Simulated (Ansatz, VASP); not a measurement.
PbSe in VASP and in Ansatz

The input POSCAR:

```
PbSe
1.0
    3.7843220000      0.0000000000      0.0000000000
    0.0000000000      3.7843220000      0.0000000000
    0.0000000000      0.0000000000      3.7843220000
Pb Se
1 1
Direct
    0.0000000000      0.0000000000      0.0000000000
    0.5000000000      0.5000000000      0.5000000000
```

Contents of INCAR.step1:

```
SYSTEM = PbSe
PREC     = Accurate       ! precision mode
ENCUT    = 520            ! plane-wave cutoff, eV
EDIFF    = 1E-5           ! SCF threshold, eV
ISMEAR   = -1             ! smearing method
SIGMA    = 0.05           ! smearing width, eV
LREAL    = .FALSE.        ! projectors in reciprocal space
LASPH    = .TRUE.         ! aspherical terms in the spheres
NELM     = 80             ! most SCF steps
ALGO     = Normal         ! electronic algorithm
ISIF     = 2              ! what is computed and relaxed
LWAVE    = .TRUE.         ! write WAVECAR
LCHARG   = .FALSE.        ! write CHGCAR
NBANDS   = 17             ! bands
GGA      = PE             ! functional
```

File INCAR.step2:

```
SYSTEM = PbSe
PREC     = Accurate       ! precision mode
ENCUT    = 520            ! plane-wave cutoff, eV
EDIFF    = 1E-7           ! SCF threshold, eV
ISMEAR   = -1             ! smearing method
SIGMA    = 0.05           ! smearing width, eV
LREAL    = .FALSE.        ! projectors in reciprocal space
LASPH    = .TRUE.         ! aspherical terms in the spheres
NELM     = 80             ! most SCF steps
ALGO     = Normal         ! electronic algorithm
ISIF     = 2              ! what is computed and relaxed
LWAVE    = .FALSE.        ! write WAVECAR
LCHARG   = .FALSE.        ! write CHGCAR
GGA      = PE             ! functional
LHFCALC  = .TRUE.         ! exact exchange
AEXX     = 0.3            ! exact-exchange fraction
HFSCREEN = 0.2            ! screening, 1/A
PRECFOCK = Normal       
NBANDS   = 17             ! bands
ISTART   = 1
```

KPOINTS

```
Automatic mesh
0
G
  4 4 4
  0 0 0
```

The input input.yaml:

```yaml
crystal:
  lattice:
    - [3.784322, 0.0, 0.0]
    - [0.0, 3.784322, 0.0]
    - [0.0, 0.0, 3.784322]
  atoms:
    - { symbol: Pb, position: [0.0, 0.0, 0.0] }
    - { symbol: Se, position: [0.5, 0.5, 0.5] }
hamiltonian:
  xc: { exchange: pbe, correlation: pbe, exx: { coeff: 0.3, omega: 0.2 } }
  pseudopotentials: { kind: paw }
kpoints:
  mp_grid: { grid: [4, 4, 4] }
scf:
  occupations: { method: fermi_dirac, width: 0.05 }
output:
  forces: true
  stress: true
  eigenvalues: true
```

Alike in both runs: task single point; functional PBE-based screened hybrid; k mesh 4 × 4 × 4; occupations fermi-dirac, width 0.05 eV; no spin polarisation.

|  | VASP | Ansatz |
| --- | --- | --- |
| version | VASP 6.6.1 | Ansatz 0.2.0 |
| potentials or method | VASP PAW PBE potentials, release 64 (Pb_d, Se) | Ansatz PAW |
| plane-wave cutoff (eV) | 520 | 420 |
| valence electrons in the cell | 20 | 30 |

Ansatz gave:

| Property | Result |
| --- | --- |
| gap on the k mesh at the Fermi level (eV) | none |
| pressure (GPa) | -1.3 |

Problem. Estimate VASP's values.

Solution. gap on the k mesh at the Fermi level (eV): none; pressure (GPa): -1.4.

VASP's potentials were made for PBE, not for PBE-based screened hybrid. A gap of «none» marks a metal or a gap that the smearing closes. VASP's potentials hold 20 valence electrons a cell and Ansatz's 30, so a difference there can come from the potentials and not from the codes.

The k mesh is coarse, so the values compare programs but aren't converged. Spin-orbit coupling is off throughout.
